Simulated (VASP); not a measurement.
# Si2Ni (Fm-3m) in VASP: single point with PBE

Aim: the single point of Si2Ni with PBE.

Everything below comes from runs of VASP 6.6.1. Logs are shortened: lines on timing, memory, paths and dates and some standing lists are left out, and cuts for length are marked.

## Step 1: The cell of the first run

It takes space group Fm-3m (No. 225, cubic). The conventional cell has a = 5.406 Å, b = 5.406 Å, c = 5.406 Å, α = 90.00°, β = 90.00°, γ = 90.00°. Within 3.1 Å of Si (site symmetry -43m) lie 4 Ni at 2.34 Å and 6 Si at 2.70 Å. Within 3.1 Å of Ni (site symmetry m-3m) lie 8 Si at 2.34 Å.

## Step 2: Single point, PBE, collinear spin, ferromagnetic start

Contents of INCAR:

```
ALGO     = Normal         # electronic algorithm
EDIFF    = 1E-6           # SCF threshold, eV
ENCUT    = 520            # plane-wave cutoff, eV
GGA      = PE             # functional
ISIF     = 2              # what is computed and relaxed
ISMEAR   = 0              # smearing method
ISPIN    = 2              # spin polarisation
LASPH    = T              # aspherical terms in the spheres
LCHARG   = T              # write CHGCAR
LELF     = T              # ELF
LMAXMIX  = 4              # l up to which the mixer works
LORBIT   = 11             # projections on sites
LREAL    = F              # projectors in reciprocal space
LVHAR    = T            
LWAVE    = F              # write WAVECAR
MAGMOM   = 0 0 2          # initial moments
NBANDS   = 20             # bands
NELM     = 150            # most SCF steps
PREC     = Accurate       # precision mode
SIGMA    = 0.05           # smearing width, eV
```

Contents of KPOINTS:

```
k-points
0
Gamma
  12 12 12
```

Contents of POSCAR:

```
Si2Ni
1.0
    0.0000000000      2.7030000000      2.7030000000
    2.7030000000      0.0000000000      2.7030000000
    2.7030000000      2.7030000000      0.0000000000
Si Ni
2 1
Direct
    0.2500000000      0.2500000000      0.2500000000
    0.7500000000      0.7500000000      0.7500000000
    0.0000000000      0.0000000000      0.0000000000
```

Potentials or basis: VASP PAW PBE potentials, release 64 (Si, Ni).

Run with:

```console
cat potpaw_PBE.64/Si/POTCAR potpaw_PBE.64/Ni/POTCAR > POTCAR
mpirun -np 1 vasp_std > vasp.out
```

OUTCAR:

```text
EDIFF = 1E-6
   ENCUT = 520
   GGA = PE
   ISIF = 2
   ISMEAR = 0
   ISPIN = 2
   LASPH = T
   LORBIT = 11
   LREAL = F
   NELM = 150
   PREC = Accurate

 ion  position               nearest neighbor table
   1  0.250  0.250  0.250-   3 2.34   3 2.34   3 2.34   3 2.34   2 2.70   2 2.70   2 2.70   2 2.70
                             2 2.70   2 2.70
   2  0.750  0.750  0.750-   3 2.34   3 2.34   3 2.34   3 2.34   1 2.70   1 2.70   1 2.70   1 2.70
                             1 2.70   1 2.70
   3  0.000  0.000  0.000-   2 2.34   1 2.34   2 2.34   1 2.34   2 2.34   2 2.34   1 2.34   1 2.34

  LATTYP: Found a face centered cubic cell.
 ALAT       =     5.4060000000

  Lattice vectors:

 A1 = (   0.0000000000,   2.7030000000,   2.7030000000)
 A2 = (   2.7030000000,   0.0000000000,   2.7030000000)
 A3 = (   2.7030000000,   2.7030000000,   0.0000000000)

Analysis of symmetry for initial positions (statically):
=====================================================================
 Subroutine PRICEL returns:
 Original cell was already a primitive cell.

 Routine SETGRP: Setting up the symmetry group for a
 face centered cubic supercell.

 Subroutine GETGRP returns: Found 48 space group operations
 (whereof 48 operations were pure point group operations)
 out of a pool of 48 trial point group operations.

The static configuration has the point symmetry O_h .

Analysis of symmetry for dynamics (positions and initial velocities):
=====================================================================
 Subroutine PRICEL returns:
 Original cell was already a primitive cell.

 Routine SETGRP: Setting up the symmetry group for a
 face centered cubic supercell.

 Subroutine GETGRP returns: Found 48 space group operations
 (whereof 48 operations were pure point group operations)
 out of a pool of 48 trial point group operations.

The dynamic configuration has the point symmetry O_h .

Analysis of structural, dynamic, and magnetic symmetry:
=====================================================================
 Subroutine PRICEL returns:
 Original cell was already a primitive cell.

 Routine SETGRP: Setting up the symmetry group for a
 face centered cubic supercell.

 Subroutine GETGRP returns: Found 48 space group operations
 (whereof 48 operations were pure point group operations)
 out of a pool of 48 trial point group operations.

The overall configuration has the point symmetry O_h .

 Subroutine INISYM returns: Found 48 space group operations
 (whereof 48 operations are pure point group operations),
 and found     1 'primitive' translations

----------------------------------------------------------------------------------------

                                     Primitive cell

  volume of cell :      39.4974

  direct lattice vectors                    reciprocal lattice vectors
     0.000000000  2.703000000  2.703000000    -0.184979652  0.184979652  0.184979652
     2.703000000  0.000000000  2.703000000     0.184979652 -0.184979652  0.184979652
     2.703000000  2.703000000  0.000000000     0.184979652  0.184979652 -0.184979652

  length of vectors
     3.822619259  3.822619259  3.822619259     0.320394156  0.320394156  0.320394156

  position of ions in fractional coordinates (direct lattice)
     0.250000000  0.250000000  0.250000000
     0.750000000  0.750000000  0.750000000
     0.000000000  0.000000000  0.000000000

  ion indices of the primitive-cell ions
   primitive index   ion index
                 1           1
                 2           2
                 3           3

----------------------------------------------------------------------------------------

 KPOINTS: k-points

Automatic generation of k-mesh.
 Grid dimensions read from file:
 generate k-points for:   12   12   12

 Generating k-lattice:

  Cartesian coordinates                     Fractional coordinates (reciprocal lattice)
    -0.015414971  0.015414971  0.015414971     0.083333333  0.000000000  0.000000000
     0.015414971 -0.015414971  0.015414971     0.000000000  0.083333333  0.000000000
     0.015414971  0.015414971 -0.015414971     0.000000000  0.000000000  0.083333333

  Length of vectors
     0.026699513  0.026699513  0.026699513

  Shift w.r.t. Gamma in fractional coordinates (k-lattice)
     0.000000000  0.000000000  0.000000000

 Subroutine IBZKPT returns following result:
 ===========================================

 Found     72 irreducible k-points:

 Following reciprocal coordinates:
            Coordinates               Weight
  0.000000  0.000000  0.000000      1.000000
  0.083333  0.000000  0.000000      8.000000
  0.166667  0.000000  0.000000      8.000000
  0.250000  0.000000  0.000000      8.000000
  0.333333  0.000000  0.000000      8.000000
  0.416667  0.000000  0.000000      8.000000
[... 16 lines left out ...]
  0.500000  0.166667  0.000000     24.000000
 -0.416667  0.166667  0.000000     24.000000
 [... further k-points ...]
   k-points           NKPTS =     72   k-points in BZ     NKDIM =     72   number of bands    NBANDS=     20
   number of dos      NEDOS =    301   number of ions     NIONS =      3
   total plane-waves  NPLWV =  21952
   dimension x,y,z NGX =    28 NGY =   28 NGZ =   28
   dimension x,y,z NGXF=    56 NGYF=   56 NGZF=   56
   ions per type =               2   1
   NGX,Y,Z   is equivalent  to a cutoff of  12.18, 12.18, 12.18 a.u.
   NGXF,Y,Z  is equivalent  to a cutoff of  24.35, 24.35, 24.35 a.u.
 SYSTEM =  unknown system
   PREC   = accura    normal or accurate (medium, high low for compatibility)
   ISTART =      0    job   : 0-new  1-cont  2-samecut
   ICHARG =      2    charge: 1-file 2-atom 10-const
   ISPIN  =      2    spin polarized calculation?
   LNONCOLLINEAR =      F non collinear calculations
   LSORBIT =      F    spin-orbit coupling
   LASPH  =      T    aspherical Exc in radial PAW
   ENCUT  =  520.0 eV  38.22 Ry    6.18 a.u.   7.11  7.11  7.11*2*pi/ulx,y,z
   NELM   =    150;   NELMIN=  2; NELMDL= -5     # of ELM steps
   EDIFF  = 0.1E-05   stopping-criterion for ELM
   LREAL  =      F    real-space projection
   EDIFFG = 0.1E-04   stopping-criterion for IOM
   NSW    =      0    number of steps for IOM
   IBRION =     -1    ionic relax: 0-MD 1-quasi-New 2-CG
   NFREE  =      0    steps in history (QN), initial steepest desc. (CG)
   ISIF   =      2    stress and relaxation
   ISYM   =      2    0-nonsym 1-usesym 2-fastsym
   POTIM  = 0.5000    time-step for ionic-motion
   TEBEG  =    0.0;   TEEND  =   0.0 temperature during run
   PSTRESS=    0.0 pullay stress
   NELECT =      18.0000    total number of electrons
   NUPDOWN=      -1.0000    fix difference up-down
   EMIN   =  10.00;   EMAX   =-10.00  energy-range for DOS
   EFERMI =   0.00;   METHOD = LEGACY
   ISMEAR =     0;   SIGMA  =   0.05  broadening in eV -4-tet -1-fermi 0-gaus
   EFERMI_NEDOS =   21; number of points for ismear=-14 and -15
   IALGO  =     38    algorithm
   IMIX   =      4    mixing-type and parameters
     AMIX     =   0.40;   BMIX     =  1.00
     AMIX_MAG =   1.60;   BMIX_MAG =  1.00
  volume/ion in A,a.u.               =      13.17        88.85
  Fermi-wavevector in a.u.,A,eV,Ry     =   1.259823  2.380721 21.594550  1.587155
  Thomas-Fermi vector in A             =   2.393364
   LORBIT       =     11    0 simple, 1 ext, 2 COOP (PROOUT), +10 PAW based schemes
   GGA     = PE    functional components
   LHFCALC =     F    Hartree Fock is set to
   AEXX    =    0.0000 exact exchange contribution
   IVDW    =     0    specifies the selected vdW correction
   LEPSILON=     F    determine dielectric tensor
   LRPA    =     F    only Hartree local field effects (RPA)
 spin polarized calculation
 Gauss-broadening in eV      SIGMA  =   0.05
  energy-cutoff  :      520.00
  volume of cell :       39.50
 maximum number of plane-waves:      1090
   NGX = 15   NGY = 15   NGZ = 15

 number of electron      17.9999999 magnetization       0.0007412

 number of electron      17.9999999 magnetization      -0.0003173

 Free energy of the ion-electron system (eV)
  ---------------------------------------------------
  ext. energy  EPLUGINS =         0.00000000
  ---------------------------------------------------
  free energy    TOTEN  =       -17.35837516 eV

  energy without entropy =      -17.35697979  energy(sigma->0) =      -17.35767748

 E-fermi :  10.4353     XC(G=0): -11.5867

 val. band max:       10.4285765174   @ k =   0.4167   0.3333   0.0833
 cond. band min:      10.4432676676   @ k =   0.5000   0.3333   0.0000
 fundamental gap:      0.0146911502
 Fermi energy:        10.4353142123

 spin component 1

 k-point     1 :       0.0000    0.0000    0.0000
  band No.  band energies     occupation
      1      -3.3994      1.00000
      2       5.2510      1.00000
      3       5.2510      1.00000
      4       5.2510      1.00000
      5       6.9428      1.00000
      6       6.9428      1.00000
[... 12 lines left out ...]
     19      19.6285      0.00000
[... 513 lines left out ...]
      4       5.8317      1.00000
      5       6.2461      1.00000
      6       6.8752      1.00000
[... 12 lines left out ...]
     19      23.8613      0.00000
     20      24.3837      0.00000

 [... further k-points ...]

 spin component 2

 k-point     1 :       0.0000    0.0000    0.0000
  band No.  band energies     occupation
      1      -3.3996      1.00000
      2       5.2508      1.00000
      3       5.2508      1.00000
      4       5.2508      1.00000
      5       6.9430      1.00000
      6       6.9430      1.00000
[... 12 lines left out ...]
     19      19.6283      0.00000
[... 513 lines left out ...]
      4       5.8316      1.00000
      5       6.2459      1.00000
      6       6.8752      1.00000
[... 12 lines left out ...]
     19      23.8611      0.00000
     20      24.3835      0.00000

 [... further k-points ...]

------------------------ aborting loop because EDIFF is reached ----------------------------------------

  FORCE on cell =-STRESS in cart. coord.  units (eV):
  Direction    XX          YY          ZZ          XY          YZ          ZX
  --------------------------------------------------------------------------------------
  -------------------------------------------------------------------------------------
  Total        0.7521630      0.7521630      0.7521630      0.0000000      0.0000000      0.0000000
  in kB       30.5108556     30.5108556     30.5108556      0.0000000      0.0000000      0.0000000
  external PRESSURE =      30.5108556 kB  Pullay stress =       0.0000000 kB

 VOLUME and BASIS-vectors are now :
 -----------------------------------------------------------------------------
  energy-cutoff  :      520.00
  volume of cell :       39.50
      direct lattice vectors                 reciprocal lattice vectors
     0.000000000  2.703000000  2.703000000    -0.184979652  0.184979652  0.184979652
     2.703000000  0.000000000  2.703000000     0.184979652 -0.184979652  0.184979652
     2.703000000  2.703000000  0.000000000     0.184979652  0.184979652 -0.184979652

 POSITION                                       TOTAL-FORCE (eV/Angst)
 -----------------------------------------------------------------------------------
      1.35150      1.35150      1.35150        -0.000000     -0.000000     -0.000000
      4.05450      4.05450      4.05450         0.000000      0.000000      0.000000
      0.00000      0.00000      0.00000        -0.000000     -0.000000     -0.000000
 -----------------------------------------------------------------------------------
    total drift:                               -0.000000     -0.000000      0.000000

  FREE ENERGIE OF THE ION-ELECTRON SYSTEM (eV)
  ---------------------------------------------------
  free  energy   TOTEN  =       -17.3583751620 eV

  energy  without entropy=      -17.3569797928  energy(sigma->0) =      -17.35767748

 total charge

# of ion       s       p       d       tot
------------------------------------------
    1        0.740   0.845   0.000   1.585
    2        0.740   0.845   0.000   1.585
    3        0.559   0.801   8.449   9.809
--------------------------------------------------
tot          2.038   2.492   8.449  12.979

 magnetization (x)

# of ion       s       p       d       tot
------------------------------------------
    1       -0.000  -0.000   0.000  -0.000
    2       -0.000  -0.000   0.000  -0.000
    3       -0.000   0.000  -0.000  -0.000
--------------------------------------------------
tot         -0.000  -0.000  -0.000  -0.000
```

It took 4.4 min on 1 thread of AMD EPYC 7R13, shared host; peak memory 0.2 GiB.

Results:

```yaml
Free_energy: -17.3584 eV
Pressure: 3.1 GPa
Band_gap_on_the_k_mesh: zero (filled and empty bands overlap)
Net_moment: 0.00 μB per cell
Valence_electrons_inside_the_program's_atomic_spheres: Si 1.58; Ni 9.81
```

Levels at points of the mesh, in eV from the Fermi level:
Spin up:
| k point | band 6 | band 7 | band 8 | band 9 | band 10 | band 11 | band 12 | band 13 |
| --- | --- | --- | --- | --- | --- | --- | --- | --- |
| (0.00, 0.00, 0.00) | -3.49 | -0.28 | 1.72 | 1.72 | 1.72 | 2.30 | 2.30 | 2.30 |
| (0.50, 0.00, 0.00) | -3.31 | -3.31 | -1.43 | -1.43 | 1.81 | 1.82 | 1.82 | 2.63 |
| (0.50, 0.50, 0.00) | -3.58 | -3.58 | -3.41 | -3.09 | -0.41 | 1.43 | 7.75 | 8.32 |
Spin down:
```csv
k point,band 6,band 7,band 8,band 9,band 10,band 11,band 12,band 13
"(0.00, 0.00, 0.00)",-3.49,-0.28,1.72,1.72,1.72,2.30,2.30,2.30
"(0.50, 0.00, 0.00)",-3.31,-3.31,-1.43,-1.43,1.81,1.82,1.82,2.63
"(0.50, 0.50, 0.00)",-3.58,-3.58,-3.41,-3.09,-0.41,1.43,7.75,8.32
```

Caveat: the starting moments collapsed, and a magnetic state may lie lower.
